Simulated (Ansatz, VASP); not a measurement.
# Bi2Te2O3: VASP beside Ansatz

```xyz
7
Lattice="2.7659 1.5969 4.9424 -2.7659 1.5969 4.9424 0.0000 -3.1938 4.9424" Properties=species:S:1:pos:R:3 pbc="T T T"
Bi    0.0000    0.0000    0.0000
Bi    0.0000    0.0000    7.4136
Te    0.0000    0.0000    3.3562
Te    0.0000    0.0000   11.4711
O     0.0000    1.5969    4.9424
O    -1.3830   -0.7985    4.9424
O     1.3830   -0.7985    4.9424
```

Alike in both runs: functional PBE; k mesh 3 × 3 × 3; occupations gaussian, width 0.15 eV; no spin polarisation.

Ansatz relaxed the structure, and its values are those at the end. VASP's run is a single point on that final structure, the one shown.

|  | VASP | Ansatz |
| --- | --- | --- |
| version | VASP 6.6.1 | Ansatz 0.2.0 |
| potentials or method | VASP PAW PBE potentials, release 64 (Bi_d, Te, O), cutoff 520 eV | scalar-relativistic, plane waves, PAW |
| valence electrons in the cell | 60 | 80 |

Ansatz gave:

- gap on the k mesh at the Fermi level (eV): none
- pressure (GPa): -0.1
- rms of the force components (eV/Å): 0.001

Task: Which values does VASP return?

Result: gap on the k mesh at the Fermi level (eV): none; pressure (GPa): -0.4; rms of the force components (eV/Å): 0.011.

A gap of «none» marks a metal or a gap that the smearing closes. The functional is the same, so the differences come from potentials, cutoffs and numerics. VASP's potentials hold 60 valence electrons a cell and Ansatz's 80, so a difference there can come from the potentials and not from the codes.

The k mesh is coarse, so the values compare programs but aren't converged. Neither program's run includes spin-orbit coupling.
